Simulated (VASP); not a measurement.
# Cd (Fd-3m) in VASP: a series of runs

Cd is run at these levels: PBE; tasks: single point, relaxation of cell and atoms.

Program: VASP 6.6.1. These are calculated values, not measurements. Logs are shortened: lines on timing, memory, paths and dates and some standing lists are left out, and cuts for length are marked.

**1. The cell of the first run**

It takes space group Fd-3m (No. 227, cubic). The conventional cell has a = 6.687 Å, b = 6.687 Å, c = 6.687 Å, α = 90.00°, β = 90.00°, γ = 90.00°. Cd (site symmetry -43m) has 4 Cd at 2.90 Å within 3.8 Å.

This isn't the form of Cd at room conditions, which is hcp.

**2. Single point, PBE**

Input file INCAR:

```
PREC = Accurate ; ENCUT = 520
EDIFF = 1E-7 ; ISMEAR = -1
SIGMA = 0.08 ; LREAL = False
LASPH = True ; NELM = 80
ALGO = Normal ; ISIF = 2
LWAVE = False ; LCHARG = False
GGA = PE ; NBANDS = 19
```

Input file KPOINTS:

```
Automatic mesh
0
Gamma
  11 11 11
```

Input file POSCAR:

```
Cd
1.0
    0.0000000000      3.3436306053      3.3436306053
    3.3436306053      0.0000000000      3.3436306053
    3.3436306053      3.3436306053      0.0000000000
Cd
2
Direct
   -0.1250000000     -0.1250000000     -0.1250000000
    0.1250000000      0.1250000000      0.1250000000
```

Potentials or basis: VASP PAW PBE potentials, release 64 (Cd).

Launch:

```bash
> cat potpaw_PBE.64/Cd/POTCAR > POTCAR
> mpirun -np 1 vasp_std > vasp.out
```

OUTCAR:

```text
PREC = Accurate
   ENCUT = 520
   EDIFF = 1E-7
   ISMEAR = -1
   LREAL = False
   LASPH = True
   NELM = 80
   ISIF = 2
   GGA = PE

 ion  position               nearest neighbor table
   1  0.875  0.875  0.875-   2 2.90   2 2.90   2 2.90   2 2.90
   2  0.125  0.125  0.125-   1 2.90   1 2.90   1 2.90   1 2.90

  LATTYP: Found a face centered cubic cell.
 ALAT       =     6.6872612106

  Lattice vectors:

 A1 = (   0.0000000000,   3.3436306053,   3.3436306053)
 A2 = (   3.3436306053,   0.0000000000,   3.3436306053)
 A3 = (   3.3436306053,   3.3436306053,   0.0000000000)

Analysis of symmetry for initial positions (statically):
=====================================================================
 Subroutine PRICEL returns:
 Original cell was already a primitive cell.

 Routine SETGRP: Setting up the symmetry group for a
 face centered cubic supercell.

 Subroutine GETGRP returns: Found 48 space group operations
 (whereof 12 operations were pure point group operations)
 out of a pool of 48 trial point group operations.

The static configuration has the point symmetry D_3d.
 The point group associated with its full space group is O_h .

Analysis of symmetry for dynamics (positions and initial velocities):
=====================================================================
 Subroutine PRICEL returns:
 Original cell was already a primitive cell.

 Routine SETGRP: Setting up the symmetry group for a
 face centered cubic supercell.

 Subroutine GETGRP returns: Found 48 space group operations
 (whereof 12 operations were pure point group operations)
 out of a pool of 48 trial point group operations.

The dynamic configuration has the point symmetry D_3d.
 The point group associated with its full space group is O_h .

 Subroutine INISYM returns: Found 48 space group operations
 (whereof 12 operations are pure point group operations),
 and found     1 'primitive' translations

----------------------------------------------------------------------------------------

                                     Primitive cell

  volume of cell :      74.7627

  direct lattice vectors                    reciprocal lattice vectors
     0.000000000  3.343630605  3.343630605    -0.149538050  0.149538050  0.149538050
     3.343630605  0.000000000  3.343630605     0.149538050 -0.149538050  0.149538050
     3.343630605  3.343630605  0.000000000     0.149538050  0.149538050 -0.149538050

  length of vectors
     4.728607750  4.728607750  4.728607750     0.259007500  0.259007500  0.259007500

  position of ions in fractional coordinates (direct lattice)
     0.875000000  0.875000000  0.875000000
     0.125000000  0.125000000  0.125000000

  ion indices of the primitive-cell ions
   primitive index   ion index
                 1           1
                 2           2

----------------------------------------------------------------------------------------

 KPOINTS: Automatic mesh

Automatic generation of k-mesh.
 Grid dimensions read from file:
 generate k-points for:   11   11   11

 Generating k-lattice:

  Cartesian coordinates                     Fractional coordinates (reciprocal lattice)
    -0.013594368  0.013594368  0.013594368     0.090909091  0.000000000  0.000000000
     0.013594368 -0.013594368  0.013594368     0.000000000  0.090909091  0.000000000
     0.013594368  0.013594368 -0.013594368     0.000000000  0.000000000  0.090909091

  Length of vectors
     0.023546136  0.023546136  0.023546136

  Shift w.r.t. Gamma in fractional coordinates (k-lattice)
     0.000000000  0.000000000  0.000000000

 Subroutine IBZKPT returns following result:
 ===========================================

 Found     56 irreducible k-points:

 Following reciprocal coordinates:
            Coordinates               Weight
  0.000000  0.000000  0.000000      1.000000
  0.090909  0.000000  0.000000      8.000000
  0.181818  0.000000  0.000000      8.000000
  0.272727  0.000000  0.000000      8.000000
  0.363636  0.000000  0.000000      8.000000
  0.454545  0.000000  0.000000      8.000000
[... 16 lines left out ...]
 -0.272727  0.181818  0.000000     24.000000
 -0.181818  0.181818  0.000000     12.000000
 [... further k-points ...]
   k-points           NKPTS =     56   k-points in BZ     NKDIM =     56   number of bands    NBANDS=     19
   number of dos      NEDOS =    301   number of ions     NIONS =      2
   total plane-waves  NPLWV =  46656
   dimension x,y,z NGX =    36 NGY =   36 NGZ =   36
   dimension x,y,z NGXF=    72 NGYF=   72 NGZF=   72
   ions per type =               2
   NGX,Y,Z   is equivalent  to a cutoff of  12.66, 12.66, 12.66 a.u.
   NGXF,Y,Z  is equivalent  to a cutoff of  25.31, 25.31, 25.31 a.u.
 SYSTEM =  unknown system
   PREC   = accura    normal or accurate (medium, high low for compatibility)
   ISTART =      0    job   : 0-new  1-cont  2-samecut
   ICHARG =      2    charge: 1-file 2-atom 10-const
   ISPIN  =      1    spin polarized calculation?
   LNONCOLLINEAR =      F non collinear calculations
   LSORBIT =      F    spin-orbit coupling
   LASPH  =      T    aspherical Exc in radial PAW
   ENCUT  =  520.0 eV  38.22 Ry    6.18 a.u.   8.79  8.79  8.79*2*pi/ulx,y,z
   NELM   =     80;   NELMIN=  2; NELMDL= -5     # of ELM steps
   EDIFF  = 0.1E-06   stopping-criterion for ELM
   LREAL  =      F    real-space projection
   EDIFFG = 0.1E-05   stopping-criterion for IOM
   NSW    =      0    number of steps for IOM
   IBRION =     -1    ionic relax: 0-MD 1-quasi-New 2-CG
   NFREE  =      0    steps in history (QN), initial steepest desc. (CG)
   ISIF   =      2    stress and relaxation
   ISYM   =      2    0-nonsym 1-usesym 2-fastsym
   POTIM  = 0.5000    time-step for ionic-motion
   TEBEG  =    0.0;   TEEND  =   0.0 temperature during run
   PSTRESS=    0.0 pullay stress
   NELECT =      24.0000    total number of electrons
   NUPDOWN=      -1.0000    fix difference up-down
   EMIN   =  10.00;   EMAX   =-10.00  energy-range for DOS
   EFERMI =   0.00;   METHOD = LEGACY
   ISMEAR =    -1;   SIGMA  =   0.08  broadening in eV -4-tet -1-fermi 0-gaus
   EFERMI_NEDOS =   21; number of points for ismear=-14 and -15
   IALGO  =     38    algorithm
   IMIX   =      4    mixing-type and parameters
     AMIX     =   0.40;   BMIX     =  1.00
     AMIX_MAG =   1.60;   BMIX_MAG =  1.00
  volume/ion in A,a.u.               =      37.38       252.26
  Fermi-wavevector in a.u.,A,eV,Ry     =   1.120943  2.118276 17.095907  1.256514
  Thomas-Fermi vector in A             =   2.257593
   LORBIT       =      0    0 simple, 1 ext, 2 COOP (PROOUT), +10 PAW based schemes
   GGA     = PE    functional components
   LHFCALC =     F    Hartree Fock is set to
   AEXX    =    0.0000 exact exchange contribution
   IVDW    =     0    specifies the selected vdW correction
   LEPSILON=     F    determine dielectric tensor
   LRPA    =     F    only Hartree local field effects (RPA)
 non-spin polarized calculation
  energy-cutoff  :      520.00
  volume of cell :       74.76
 maximum number of plane-waves:      2028
   NGX = 17   NGY = 17   NGZ = 17

 number of electron      23.9999999 magnetization

 Free energy of the ion-electron system (eV)
  ---------------------------------------------------
  ext. energy  EPLUGINS =         0.00000000
  ---------------------------------------------------
  free energy    TOTEN  =        -0.85088199 eV

  energy without entropy =       -0.82460483  energy(sigma->0) =       -0.83774341

 E-fermi :   0.1108     XC(G=0):  -8.1064

 val. band max:        0.1089162067   @ k =   0.3636   0.2727   0.0909
 cond. band min:       0.1566576397   @ k =  -0.3636   0.4545   0.0909
 fundamental gap:      0.0477414330
 Fermi energy:         0.1107974435

 k-point     1 :       0.0000    0.0000    0.0000
  band No.  band energies     occupation
      1      -9.0198      2.00000
      2      -9.0198      2.00000
      3      -9.0198      2.00000
      4      -8.9679      2.00000
      5      -8.9679      2.00000
      6      -8.3372      2.00000
[... 11 lines left out ...]
     18       5.5541      0.00000
     19       6.9922      0.00000

 k-point     2 :       0.0909    0.0000    0.0000
  band No.  band energies     occupation
      1      -9.0424      2.00000
      2      -9.0424      2.00000
      3      -9.0178      2.00000
      4      -8.9379      2.00000
      5      -8.9379      2.00000
      6      -8.3470      2.00000
[... 11 lines left out ...]
     18       6.2477      0.00000
     19       7.6503      0.00000

 k-point     3 :       0.1818    0.0000    0.0000
  band No.  band energies     occupation
      1      -9.0677      2.00000
      2      -9.0677      2.00000
      3      -9.0124      2.00000
      4      -8.8947      2.00000
      5      -8.8947      2.00000
      6      -8.3733      2.00000
[... 11 lines left out ...]
     18       7.2837      0.00000
     19       8.1967      0.00000

 k-point     4 :       0.2727    0.0000    0.0000
  band No.  band energies     occupation
      1      -9.0801      2.00000
      2      -9.0801      2.00000
      3      -9.0058      2.00000
      4      -8.8637      2.00000
      5      -8.8637      2.00000
      6      -8.4073      2.00000
[... 11 lines left out ...]
     18       7.7157      0.00000
     19       8.4364      0.00000

 k-point     5 :       0.3636    0.0000    0.0000
  band No.  band energies     occupation
      1      -9.0815      2.00000
      2      -9.0815      2.00000
      3      -8.9998      2.00000
      4      -8.8513      2.00000
      5      -8.8513      2.00000
      6      -8.4384      2.00000
[... 11 lines left out ...]
     18       7.3322      0.00000
     19       9.6726      0.00000
[... 334 lines left out ...]
      2      -9.0957      2.00000
      3      -8.9500      2.00000
      4      -8.7748      2.00000
      5      -8.7729      2.00000
      6      -8.5640      2.00000
[... 11 lines left out ...]
     18       8.5208      0.00000
     19       9.6802      0.00000

 k-point    22 :      -0.3636    0.1818    0.0000
  band No.  band energies     occupation
      1      -9.1341      2.00000
      2      -9.1099      2.00000
      3      -8.9324      2.00000
      4      -8.8202      2.00000
      5      -8.7519      2.00000
      6      -8.5262      2.00000
[... 11 lines left out ...]
     18       8.9962      0.00000
     19       9.6924      0.00000

 k-point    23 :      -0.2727    0.1818    0.0000
  band No.  band energies     occupation
      1      -9.1179      2.00000
      2      -9.1128      2.00000
      3      -8.9428      2.00000
      4      -8.8579      2.00000
      5      -8.7560      2.00000
      6      -8.4909      2.00000
[... 11 lines left out ...]
     18       7.8725      0.00000
     19       8.8016      0.00000

 k-point    24 :      -0.1818    0.1818    0.0000
  band No.  band energies     occupation
      1      -9.1141      2.00000
      2      -9.0827      2.00000
      3      -8.9799      2.00000
      4      -8.8776      2.00000
      5      -8.7930      2.00000
      6      -8.4588      2.00000
[... 11 lines left out ...]
     18       6.9591      0.00000
     19       8.3953      0.00000

 [... further k-points ...]
[... 5 lines left out ...]
  --------------------------------------------------------------------------------------
  -------------------------------------------------------------------------------------
  Total        0.0830748      0.0830748      0.0830748     -0.0000000      0.0000000     -0.0000000
  in kB        1.7803074      1.7803074      1.7803074     -0.0000000      0.0000000     -0.0000000
  external PRESSURE =       1.7803074 kB  Pullay stress =       0.0000000 kB

 VOLUME and BASIS-vectors are now :
 -----------------------------------------------------------------------------
  energy-cutoff  :      520.00
  volume of cell :       74.76
      direct lattice vectors                 reciprocal lattice vectors
     0.000000000  3.343630605  3.343630605    -0.149538050  0.149538050  0.149538050
     3.343630605  0.000000000  3.343630605     0.149538050 -0.149538050  0.149538050
     3.343630605  3.343630605  0.000000000     0.149538050  0.149538050 -0.149538050

 POSITION                                       TOTAL-FORCE (eV/Angst)
 -----------------------------------------------------------------------------------
      5.85135      5.85135      5.85135        -0.000000     -0.000000     -0.000000
      0.83591      0.83591      0.83591         0.000000      0.000000      0.000000
 -----------------------------------------------------------------------------------
    total drift:                                0.000000      0.000000      0.000000

  FREE ENERGIE OF THE ION-ELECTRON SYSTEM (eV)
  ---------------------------------------------------
  free  energy   TOTEN  =        -0.8508819926 eV

  energy  without entropy=       -0.8246048269  energy(sigma->0) =       -0.83774341
```

It took 33 s on 1 thread of Intel Xeon 6975P-C (Granite Rapids), shared host; peak memory 0.23 GiB.

What came out:

- Free energy: -0.8509 eV
- Pressure: 0.2 GPa
- Band gap on the k mesh: zero (bands 12 and 13 overlap by 4.60 eV)

(Part 1 of 3 ends here.)
